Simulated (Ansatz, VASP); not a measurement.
Pb in VASP and in Ansatz

```xyz
1
Lattice="-1.9797 1.9797 1.9797 1.9797 -1.9797 1.9797 1.9797 1.9797 -1.9797" Properties=species:S:1:pos:R:3 pbc="T T T"
Pb    0.0000    0.0000    0.0000
```

Alike in both runs: task relaxation of cell and atoms; functional PBE; dispersion D4; k mesh 9 × 9 × 9; occupations fermi-dirac, width 0.05 eV; no spin polarisation.

|  | VASP | Ansatz |
| --- | --- | --- |
| version | VASP 6.6.1 | Ansatz 0.2.0 |
| potentials or method | VASP PAW PBE potentials, release 64 (Pb_d) | Ansatz PAW |
| plane-wave cutoff (eV) | 600 | 420 |
| valence electrons in the cell | 14 | 14 |

VASP gave:

```
gap on the k mesh at the Fermi level, each at its own relaxed structure (eV) : none
relaxed volume (Å³/atom)                                                     : 30.15
relaxed cell length with the largest relative difference (Å)                 : 3.396
```

Task: Which values does Ansatz return?

Result: gap on the k mesh at the Fermi level, each at its own relaxed structure (eV): none; relaxed volume (Å³/atom): 30.12; relaxed cell length with the largest relative difference (Å): 3.395.

A gap of «none» marks a metal or a gap that the smearing closes.

Neither program's run includes spin-orbit coupling. Noted on Ansatz's run: the plane-wave basis is chosen anew once the cell has moved, so the energies of steps on either side of that aren't comparable.
